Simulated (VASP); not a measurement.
Set up this calculation in VASP 6.6.1, as the native input.

```
Task                   : single point
Functional             : PBE
Potentials or basis    : VASP PAW PBE potentials, release 64 (S)
Cutoff                 : 520 eV
k mesh                 : 17 × 17 × 9
Occupations            : fermi-dirac, width 0.08 eV
Spin                   : no spin polarisation
Dipole correction      : no
Further INCAR settings : ALGO = Normal; EDIFF = 1e-06; NBANDS = 13
```

The structure of S lies in POSCAR:

```
S
1.0
    2.7749530715      0.0000000000      0.0000000000
   -1.3874765358      2.4031798542      0.0000000000
    0.0000000000      0.0000000000      3.4153049317
S
2
Direct
    0.3333333333      0.6666666667      0.2500000000
    0.6666666667      0.3333333333      0.7500000000
```

This isn't the form of S at room conditions, which is orthorhombic, of S8 rings.

The input as run:

INCAR

```
PREC     = Accurate       # precision mode
ENCUT    = 520            # plane-wave cutoff, eV
EDIFF    = 1E-6           # SCF threshold, eV
ISMEAR   = -1             # smearing method
SIGMA    = 0.08           # smearing width, eV
LREAL    = False          # projectors in reciprocal space
LASPH    = True           # aspherical terms in the spheres
NELM     = 80             # most SCF steps
ALGO     = Normal         # electronic algorithm
ISIF     = 2              # what is computed and relaxed
LWAVE    = False          # write WAVECAR
LCHARG   = False          # write CHGCAR
GGA      = PE             # functional
NBANDS   = 13             # bands
```

KPOINTS

```
regular mesh
0
Gamma
  17 17 9
```

Potentials or basis: VASP PAW PBE potentials, release 64 (S).

Launch:

```console
$ cat potpaw_PBE.64/S/POTCAR > POTCAR
$ mpirun -np 1 vasp_std > vasp.out
```

It gave:

| Property | Result |
| --- | --- |
| Pressure | 57.3 GPa |
| Band gap on the k mesh | zero (bands 6 and 7 overlap by 4.86 eV) |

Caveat: the cell stands under pressure.

Wall time 13 s on 1 thread of Intel(R) Xeon(R) 6975P-C (Granite Rapids) (shared host), peak memory 0.16 GiB.
